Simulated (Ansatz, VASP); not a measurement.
# Two plane-wave programs on LiF

POSCAR

```
LiF
1.0
    0.0000000000      1.8952465622      2.2742958746
    1.8952465622      0.0000000000      2.2742958746
    1.8952465622      1.8952465622      0.0000000000
Li F
1 1
Direct
    0.0000000000      0.0000000000      0.0000000000
    0.5000000000      0.5000000000      0.5000000000
```

Contents of INCAR.step1:

```
  PREC = Accurate
  ENCUT = 520
  ISMEAR = 0
  SIGMA = 0.05
  LREAL = False
  LASPH = True
  NELM = 60
  NBANDS = 12
  GGA = PE
  ALGO = Normal
  EDIFF = 1E-4
  LWAVE = True
  LCHARG = False
```

File INCAR.step2:

```
  PREC = Accurate
  ENCUT = 520
  EDIFF = 1E-6
  ISMEAR = 0
  SIGMA = 0.05
  LREAL = False
  LASPH = True
  NELM = 60
  ALGO = Normal
  ISIF = 2
  LWAVE = False
  LCHARG = False
  METAGGA = R2SCAN
  LMIXTAU = True
  NBANDS = 12
  ISTART = 1
```

The input KPOINTS:

```
regular mesh
0
Gamma
  12 12 12
```

Input for Ansatz:

```yaml
crystal:
  lattice:
    - [0.0, 1.8952465622, 2.2742958746]
    - [1.8952465622, 0.0, 2.2742958746]
    - [1.8952465622, 1.8952465622, 0.0]
  atoms:
    - { symbol: Li, position: [0.0, 0.0, 0.0] }
    - { symbol: F, position: [0.5, 0.5, 0.5] }
basis:
  ecutwfc: 500
kpoints:
  mp_grid: { grid: [12, 12, 12] }
hamiltonian:
  xc: r2scan
scf:
  occupations: { method: gaussian, width: 0.05 }
output:
  forces: true
  stress: true
  eigenvalues: true
```

Alike in both runs: task single point; functional r2SCAN; k mesh 12 × 12 × 12; occupations gaussian, width 0.05 eV; no spin polarisation.

|  | VASP | Ansatz |
| --- | --- | --- |
| version | VASP 6.6.1 | Ansatz 0.2.0 |
| potentials or method | VASP PAW PBE potentials, release 64 (Li_sv, F), cutoff 520 eV | scalar-relativistic, plane waves, PAW |
| valence electrons in the cell | 10 | 10 |

Ansatz gave:

```
gap on the k mesh at the Fermi level (eV) : 9.83
least direct gap on the mesh (eV)         : 9.83
```

Q: Estimate VASP's values.

A: gap on the k mesh at the Fermi level (eV): 10.00; least direct gap on the mesh (eV): 10.00.

VASP's potentials were made for PBE, not for r2SCAN. With one functional, cell and mesh, what is left measures potentials, basis and numerics.

Noted on VASP's run: the cutoff is short for stress, so the pressure is rough.
